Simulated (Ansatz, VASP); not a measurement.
## GaSb in VASP and in Ansatz

Contents of INCAR:

```
SYSTEM = GaSb
  PREC = Accurate
  ENCUT = 500
  EDIFF = 1E-6
  ISMEAR = 0
  SIGMA = 0.05
  LREAL = .FALSE.
  LASPH = .TRUE.
  NELM = 120
  ALGO = Normal
  ISIF = 2
  LWAVE = .FALSE.
  LCHARG = .FALSE.
  GGA = RE
  IVDW = 13
  NBANDS = 16
  GGA_COMPAT = .FALSE.
```

Contents of KPOINTS:

```
regular mesh
0
G
  6 6 6
  0 0 0
```

The input POSCAR:

```
GaSb
1.0
    0.0000000000      3.0545551809      3.0545551809
    3.0545551809      0.0000000000      3.0545551809
    3.0545551809      3.0545551809      0.0000000000
Ga Sb
1 1
Direct
    0.0000000000      0.0000000000      0.0000000000
    0.7500000000      0.7500000000      0.7500000000
```

Input for Ansatz:

```yaml
crystal:
  lattice:
    - [0.0, 3.0545551809, 3.0545551809]
    - [3.0545551809, 0.0, 3.0545551809]
    - [3.0545551809, 3.0545551809, 0.0]
  atoms:
    - { symbol: Ga, position: [0.0, 0.0, 0.0] }
    - { symbol: Sb, position: [0.75, 0.75, 0.75] }
basis:
  ecutwfc: 420
  ecutrho_ratio: 4
kpoints:
  mp_grid: { grid: [6, 6, 6] }
hamiltonian:
  xc: revpbe
  dispersion: d4
scf:
  occupations: { method: gaussian, width: 0.05 }
output:
  forces: true
  stress: true
  eigenvalues: true
```

Alike in both runs: task single point; functional revPBE; dispersion D4; k mesh 6 × 6 × 6; occupations gaussian, width 0.05 eV; no spin polarisation.

```csv
,VASP,Ansatz
version,VASP 6.6.1,Ansatz 0.2.0
potentials or method,"VASP PAW PBE potentials, release 64 (Ga_d, Sb), cutoff 500 eV","scalar-relativistic, plane waves, PAW"
valence electrons in the cell,18,28
```

```csv
,VASP,Ansatz,Ansatz less VASP
gap on the k mesh at the Fermi level (eV),0.14,0.14,-0.001
least direct gap on the mesh (eV),0.14,0.14,-0.001
pressure (GPa),-0.4,-0.4,-0.07
```

VASP's potentials were made for PBE, not for revPBE. VASP's potentials hold 18 valence electrons a cell and Ansatz's 28, so a difference there can come from the potentials and not from the codes.

Spin-orbit coupling is off throughout.
